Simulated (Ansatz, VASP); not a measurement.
# One calculation of HfN, two programs

The input INCAR:

```
PREC = Accurate ; ENCUT = 600
EDIFF = 1E-6 ; ISMEAR = 0
SIGMA = 0.1 ; LREAL = False
LASPH = True ; NELM = 80
ALGO = Normal ; ISIF = 3
LWAVE = False ; LCHARG = False
GGA = PE ; IVDW = 12
IBRION = 2 ; NSW = 70
EDIFFG = -0.005
```

The input KPOINTS:

```
regular mesh
0
Gamma
  18 18 8
```

File POSCAR:

```
HfN
1.0
    3.1593699056      0.0000000000      0.0000000000
   -1.5796849528      2.7360945982      0.0000000000
    0.0000000000      0.0000000000      5.4508227252
Hf N
2 2
Direct
    0.6666666667      0.3333333333      0.7500000000
    0.3333333333      0.6666666667      0.2500000000
    0.0000000000      0.0000000000      0.0000000000
    0.0000000000      0.0000000000      0.5000000000
```

Input for Ansatz:

```yaml
crystal:
  lattice:
    - [3.1593699056, 0.0, 0.0]
    - [-1.5796849528, 2.7360945982, 0.0]
    - [0.0, 0.0, 5.4508227252]
  atoms:
    - { symbol: Hf, position: [0.6666666667, 0.3333333333, 0.75] }
    - { symbol: Hf, position: [0.3333333333, 0.6666666667, 0.25] }
    - { symbol: "N", position: [0.0, 0.0, 0.0] }
    - { symbol: "N", position: [0.0, 0.0, 0.5] }
basis:
  ecutwfc: 420
kpoints:
  mp_grid: { grid: [18, 18, 8] }
hamiltonian:
  xc: pbe
  dispersion: d3bj
scf:
  occupations: { method: gaussian, width: 0.1 }
output:
  forces: true
  stress: true
  eigenvalues: true
relax:
  adjacent_minimum: "off"
  f_tol: 0.005
  max_steps: 50
  cell: { stress_tol: 0.05 }
```

Alike in both runs: task relaxation of cell and atoms; functional PBE; dispersion D3(BJ); k mesh 18 × 18 × 8; occupations gaussian, width 0.1 eV; no spin polarisation.

|  | VASP | Ansatz |
| --- | --- | --- |
| version | VASP 6.6.1 | Ansatz 0.2.0 |
| potentials or method | VASP PAW PBE potentials, release 64 (Hf_pv, N), cutoff 600 eV | scalar-relativistic, plane waves, PAW |
| valence electrons in the cell | 30 | 62 |

```tsv
	VASP	Ansatz	Ansatz less VASP
gap on the k mesh at the Fermi level, each at its own relaxed structure (eV)	none	none	-
relaxed volume (Å³/atom)	11.44	11.54	+0.100
relaxed length of the cell vector where the two differ most in proportion (Å)	3.128	3.138	+0.0094
```

A gap of «none» marks a metal or a gap that the smearing closes. VASP's potentials hold 30 valence electrons a cell and Ansatz's 62, so a difference there can come from the potentials and not from the codes.

Spin-orbit coupling is off throughout.
